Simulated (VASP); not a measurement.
Set up this calculation in VASP 6.6.1, as the native input.

```
Task                   : single point
Functional             : BLYP
Potentials or basis    : VASP PAW PBE potentials, release 64 (Re_sv_GW)
Cutoff                 : 560 eV
k mesh                 : 11 × 11 × 3
Occupations            : fermi-dirac, width 0.05 eV
Spin                   : no spin polarisation
Dipole correction      : no
Further INCAR settings : ALGO = Normal; EDIFF = 1e-06; NBANDS = 38
```

The structure of Re lies in POSCAR:

```
Re
1.0
    2.8106874482      0.0000000000      0.0000000000
   -1.4053437241      2.4341267323      0.0000000000
    0.0000000000      0.0000000000      9.0749529775
Re
4
Direct
    0.6666666667      0.3333333333      0.7500000000
    0.0000000000      0.0000000000      0.5000000000
    0.3333333333      0.6666666667      0.2500000000
    0.0000000000      0.0000000000      0.0000000000
```

These files were run (other wordings do the same):

INCAR

```
SYSTEM = Re
AGGAC = 1.0 ; AGGAX = 1.0
ALDAC = 0.0 ; ALDAX = 1.0
ALGO = Normal ; EDIFF = 1E-6
ENCUT = 560 ; GGA = B5
GGA_COMPAT = .False. ; ISIF = 2
ISMEAR = -1 ; LASPH = .True.
LCHARG = .False. ; LREAL = .False.
LWAVE = .False. ; NBANDS = 38
NELM = 120 ; PREC = Accurate
SIGMA = 0.05
```

KPOINTS

```
k-points
0
Gamma
  11 11 3
  0 0 0
```

Potentials or basis: VASP PAW PBE potentials, release 64 (Re_sv_GW).

Command:

```bash
$ cat potpaw_PBE.64/Re_sv_GW/POTCAR > POTCAR
$ mpirun -np 1 vasp_std > vasp.out
```

Results of the run:

| Item | Value |
| --- | --- |
| Pressure | 0.0 GPa |
| Band gap on the k mesh | zero (bands 30 and 31 overlap by 2.35 eV) |

Caveat: the PAW data sets were made with another functional, which shifts forces and pressure a little; spin-orbit coupling is left out, which moves the levels of the heavy elements.

Wall time 60 s on 1 thread of Intel(R) Xeon(R) 6975P-C (Granite Rapids), on a shared host, peak memory 0.22 GiB.
